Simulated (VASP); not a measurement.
## BaTiO3: single point with PBEsol+D4+U

The system is BaTiO3.

```
Ba Ti O
1.0
     3.99980    0.00000    0.00000
     0.00000    3.99980    0.00000
     0.00000    0.00000    4.01800
Ba Ti O
1 1 3
Cartesian
  0.0000 0.0000 0.0000
  1.9999 1.9999 1.9688
  1.9999 1.9999 0.0763
  1.9999 0.0000 2.0773
  0.0000 1.9999 2.0773
```

- Program: VASP 6.6.1
- Task: single point
- Functional: PBEsol
- Dispersion: D4
- Potentials or basis: VASP PAW PBE potentials, release 64 (Ba_sv, Ti_sv, O)
- Cutoff: 520 eV
- k mesh: 4 × 4 × 4
- Occupations: gaussian, width 0.01 eV
- Spin: no spin polarisation
- Hubbard terms: Ti d U = 5.0 eV

```
Pressure                   : 0.5 GPa
Largest force              : 0.530 eV/Å
Band gap on the k mesh     : 2.32 eV, indirect (least direct gap 2.63 eV)
Dispersion energy per atom : -0.124 eV
```

Forces in eV/Å, atoms in the order of the input:
```
Ba   0.000  0.000  0.039
Ti   0.000  0.000  0.530
O    0.000  0.000 -0.334
O    0.000  0.000 -0.117
O    0.000  0.000 -0.117
```

Stress tensor (GPa, compression positive):
```
0.05 0.00 0.00
0.00 0.05 0.00
0.00 0.00 1.46
```

Levels at points of the mesh, in eV from the valence-band top:
```csv
k point,band 17,band 18,band 19,band 20,band 21,band 22,band 23,band 24
"(0.00, 0.00, 0.00)",-1.17,-0.34,-0.31,-0.31,2.32,2.47,2.47,4.06
"(0.50, 0.00, 0.00)",-1.75,-1.70,-1.00,-0.92,2.66,4.04,4.05,4.08
"(0.50, 0.50, 0.00)",-1.97,-0.99,-0.99,-0.09,4.07,4.07,4.51,4.67
"(0.00, 0.00, 0.50)",-1.86,-1.86,-0.80,-0.80,2.53,4.06,4.08,4.08
"(0.50, 0.00, 0.50)",-1.94,-0.94,-0.92,-0.17,4.08,4.10,4.47,4.82
"(0.50, 0.50, 0.50)",-2.32,-0.08,-0.08,0.00,4.71,4.71,4.74,6.37
```

Eigenvalues of the final occupation matrices:
| site | spin | trace | eigenvalues |
| --- | --- | --- | --- |
| site 2 d | 1 | 0.78 | 0.10 0.11 0.11 0.23 0.24 |
| site 2 d | 2 | 0.78 | 0.10 0.11 0.11 0.23 0.24 |

Run time: 21 s on 1 thread of AMD EPYC 9R14 (Zen 4) (shared host), peak memory 0.16 GiB.

Caveat: the PAW data sets were made with another functional, which shifts forces and pressure a little; spin-orbit coupling is left out, which moves the levels of the heavy elements. A k mesh can miss the band edges.
